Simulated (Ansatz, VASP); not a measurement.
**Mg in VASP and in Ansatz**

File POSCAR:

```
Mg
1.0
    3.2305542618      0.0000000000      0.0000000000
   -1.6152771309      2.7977420591      0.0000000000
    0.0000000000      0.0000000000      5.2448063036
Mg
2
Direct
    0.6666666667      0.3333333333      0.7500000000
    0.3333333333      0.6666666667      0.2500000000
```

The input INCAR.step1:

```
ALGO     = Normal         # electronic algorithm
EDIFF    = 1E-5           # SCF threshold, eV
ENCUT    = 520            # plane-wave cutoff, eV
GGA      = PE             # functional
ISIF     = 2              # what is computed and relaxed
ISMEAR   = -1             # smearing method
LASPH    = T              # aspherical terms in the spheres
LCHARG   = F              # write CHGCAR
LREAL    = F              # projectors in reciprocal space
LWAVE    = T              # write WAVECAR
NBANDS   = 9              # bands
NELM     = 80             # most SCF steps
PREC     = Accurate       # precision mode
SIGMA    = 0.05           # smearing width, eV
```

The input INCAR.step2:

```
AEXX     = 0.25           # exact-exchange fraction
ALGO     = Normal         # electronic algorithm
EDIFF    = 1E-7           # SCF threshold, eV
ENCUT    = 520            # plane-wave cutoff, eV
GGA      = PS             # functional
HFSCREEN = 0.207          # screening, 1/A
ISIF     = 2              # what is computed and relaxed
ISMEAR   = -1             # smearing method
ISTART   = 1            
LASPH    = T              # aspherical terms in the spheres
LCHARG   = F              # write CHGCAR
LHFCALC  = T              # exact exchange
LREAL    = F              # projectors in reciprocal space
LWAVE    = F              # write WAVECAR
NBANDS   = 9              # bands
NELM     = 80             # most SCF steps
PREC     = Accurate       # precision mode
PRECFOCK = Normal       
SIGMA    = 0.05           # smearing width, eV
```

Contents of KPOINTS:

```
k-points
0
Gamma
  5 5 3
```

input.yaml

```yaml
crystal:
  lattice:
    - [3.2305542618, 0.0, 0.0]
    - [-1.6152771309, 2.7977420591, 0.0]
    - [0.0, 0.0, 5.2448063036]
  atoms:
    - { symbol: Mg, position: [0.6666666667, 0.3333333333, 0.75] }
    - { symbol: Mg, position: [0.3333333333, 0.6666666667, 0.25] }
hamiltonian:
  xc:
    exchange: hjs_pbesol
    correlation: pbesol
    exx: { coeff: 0.25, omega: 0.207 }
  pseudopotentials: { kind: paw }
kpoints:
  mp_grid: { grid: [5, 5, 3] }
scf:
  occupations: { method: fermi_dirac, width: 0.05 }
output:
  forces: true
  stress: true
  eigenvalues: true
```

Alike in both runs: task single point; functional PBEsol-based screened hybrid; k mesh 5 × 5 × 3; occupations fermi-dirac, width 0.05 eV; no spin polarisation.

```csv
,VASP,Ansatz
version,VASP 6.6.1,Ansatz 0.2.0
potentials or method,"VASP PAW PBE potentials, release 64 (Mg)",Ansatz PAW
plane-wave cutoff (eV),520,420
valence electrons in the cell,4,20
```

Ansatz gave:

| Item | Value |
| --- | --- |
| gap on the k mesh at the Fermi level (eV) | none |
| pressure (GPa) | -1.7 |
| traceless stress, the component that is largest in VASP (GPa) | 0.47 |

Task: Estimate VASP's values.

Result: gap on the k mesh at the Fermi level (eV): none; pressure (GPa): -1.8; traceless stress, the component that is largest in VASP (GPa): 0.47.

VASP's potentials were made for PBE, not for PBEsol-based screened hybrid. A gap of «none» marks a metal or a gap that the smearing closes. VASP's potentials hold 4 valence electrons a cell and Ansatz's 20, so a difference there can come from the potentials and not from the codes.

The k mesh is coarse, so the values compare programs but aren't converged.
